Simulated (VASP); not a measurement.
Here is a VASP 6.6.1 calculation.

Contents of INCAR:

```
PREC = Accurate ; ENCUT = 520
EDIFF = 1E-6 ; ISMEAR = -1
SIGMA = 0.03 ; LREAL = False
LASPH = True ; NELM = 150
ALGO = Normal ; ISIF = 2
LWAVE = False ; LCHARG = False
MAGMOM = 0 0 0 ; LORBIT = 11
LSORBIT = True ; GGA_COMPAT = False
LORBMOM = True ; LMAXMIX = 4
GGA = PE ; NBANDS = 19
```

File KPOINTS:

```
Automatic mesh
0
Gamma
  14 14 14
```

POSCAR

```
Os
1.0
    0.0000000000      1.9450000000      1.9450000000
    1.9450000000      0.0000000000      1.9450000000
    1.9450000000      1.9450000000      0.0000000000
Os
1
Direct
    0.0000000000      0.0000000000      0.0000000000
```

Potentials or basis: VASP PAW PBE potentials, release 64 (Os).

Launch:

```console
$ cat potpaw_PBE.64/Os/POTCAR > POTCAR
$ mpirun -np 1 vasp_ncl > vasp.out
```

(1) What does it give for the pressure?

(2) Predict the net moment.

## Answers

(1) -9.2 GPa.

(2) 0.00 μB per cell.
